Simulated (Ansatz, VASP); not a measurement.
One calculation of LaB6, two programs

```
La B
1.0
     4.17048    0.00000    0.00000
     0.00000    4.17048    0.00000
     0.00000    0.00000    4.17048
La B
1 6
Direct
  0.00000 0.00000 0.00000
  0.19984 0.50000 0.50000
  0.80016 0.50000 0.50000
  0.50000 0.50000 0.19984
  0.50000 0.50000 0.80016
  0.50000 0.19984 0.50000
  0.50000 0.80016 0.50000
```

Alike in both runs: functional BLYP; dispersion D3(BJ); k mesh 6 × 6 × 6; occupations gaussian, width 0.05 eV; no spin polarisation.

Ansatz relaxed the structure, and its values are those at the end. VASP's run is a single point on that final structure, the one shown.

|  | VASP | Ansatz |
| --- | --- | --- |
| version | VASP 6.6.1 | Ansatz 0.2.0 |
| potentials or method | VASP PAW PBE potentials, release 64 (La, B), cutoff 520 eV | scalar-relativistic, plane waves, PAW |
| valence electrons in the cell | 29 | 29 |

```tsv
	VASP	Ansatz	Ansatz less VASP
gap on the k mesh at the Fermi level (eV)	none	none	-
pressure (GPa)	-6.6	-6.5	+0.09
```

VASP's potentials were made for PBE, not for BLYP. A gap of «none» marks a metal or a gap that the smearing closes. Ansatz's warnings: stress scf threshold loose.

Spin-orbit coupling is off throughout.
